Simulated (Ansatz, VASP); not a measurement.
## One calculation of Ca, two programs

File POSCAR:

```
Ca
1.0
   -2.2960000000      2.2960000000      2.2960000000
    2.2960000000     -2.2960000000      2.2960000000
    2.2960000000      2.2960000000     -2.2960000000
Ca
1
Direct
    0.0000000000      0.0000000000      0.0000000000
```

File INCAR.step1:

```
  PREC = Accurate
  ENCUT = 550
  ISMEAR = 0
  SIGMA = 0.15
  LREAL = False
  LASPH = True
  NELM = 120
  NBANDS = 11
  GGA = PE
  ALGO = Normal
  EDIFF = 1E-5
  LWAVE = True
  LCHARG = False
  GGA_COMPAT = False
```

Contents of INCAR.step2:

```
  PREC = Accurate
  ENCUT = 550
  EDIFF = 1E-6
  ISMEAR = 0
  SIGMA = 0.15
  LREAL = False
  LASPH = True
  NELM = 120
  ALGO = Normal
  ISIF = 2
  LWAVE = False
  LCHARG = True
  METAGGA = R2SCAN
  LMIXTAU = True
  LELF = True
  LVHAR = True
  NBANDS = 11
  ISTART = 1
  GGA_COMPAT = False
```

Contents of KPOINTS:

```
Automatic mesh
0
Gamma
  16 16 16
```

Input for Ansatz:

```yaml
crystal:
  lattice:
    - [-2.296, 2.296, 2.296]
    - [2.296, -2.296, 2.296]
    - [2.296, 2.296, -2.296]
  atoms:
    - { symbol: Ca, position: [0.0, 0.0, 0.0] }
basis:
  ecutwfc: 500
kpoints:
  mp_grid: { grid: [16, 16, 16] }
hamiltonian:
  xc: r2scan
scf:
  occupations: { method: gaussian, width: 0.15 }
output:
  forces: true
  stress: true
  eigenvalues: true
```

Change from the starting cell: strain +0.025 along x and y, +0.025 along z, atoms carried along.

Alike in both runs: task single point; functional r2SCAN; k mesh 16 × 16 × 16; occupations gaussian, width 0.15 eV; no spin polarisation.

|  | VASP | Ansatz |
| --- | --- | --- |
| version | VASP 6.6.1 | Ansatz 0.2.0 |
| potentials or method | VASP PAW PBE potentials, release 64 (Ca_sv), cutoff 550 eV | scalar-relativistic, plane waves, PAW |
| valence electrons in the cell | 10 | 10 |

|  | VASP | Ansatz | Ansatz less VASP |
| --- | --- | --- | --- |
| gap on the k mesh at the Fermi level (eV) | none | none | - |
| pressure (GPa) | -1.6 | -1.7 | -0.04 |

VASP's potentials were made for PBE, not for r2SCAN. A gap of «none» marks a metal or a gap that the smearing closes. The functional is the same, so the differences come from potentials, cutoffs and numerics.
